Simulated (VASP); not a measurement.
A run of VASP 6.6.1 is set up as follows.

File INCAR:

```
  PREC = Accurate
  ENCUT = 520
  EDIFF = 1E-6
  ISMEAR = 0
  SIGMA = 0.1
  LREAL = False
  LASPH = True
  NELM = 60
  ALGO = Normal
  ISIF = 2
  LWAVE = False
  LCHARG = False
  GGA = PE
  NBANDS = 35
```

Contents of KPOINTS:

```
Automatic mesh
0
Gamma
  6 6 6
```

POSCAR

```
Sn2SeS3
1.0
    3.5869139298      2.0709057229      3.4277197995
   -3.5869139298      2.0709057229      3.4277197995
    0.0000000000     -4.1418114459      3.4277197995
Sn Se S
2 1 3
Direct
    0.6719535012      0.6719535012      0.6719535012
    0.3280464988      0.3280464988      0.3280464988
    0.0000000000      0.0000000000      0.0000000000
    0.0000000000      0.5000000000      0.0000000000
    0.5000000000      0.0000000000      0.0000000000
    0.0000000000      0.0000000000      0.5000000000
```

Potentials or basis: VASP PAW PBE potentials, release 64 (Sn_d, Se, S).

Run with:

```sh
$ cat potpaw_PBE.64/Sn_d/POTCAR potpaw_PBE.64/Se/POTCAR potpaw_PBE.64/S/POTCAR > POTCAR
$ mpirun -np 1 vasp_std > vasp.out
```

(1) What does it give for the largest force?

(2) Predict the pressure.

## Answers

(1) 0.009 eV/Å.

(2) 0.0 GPa.
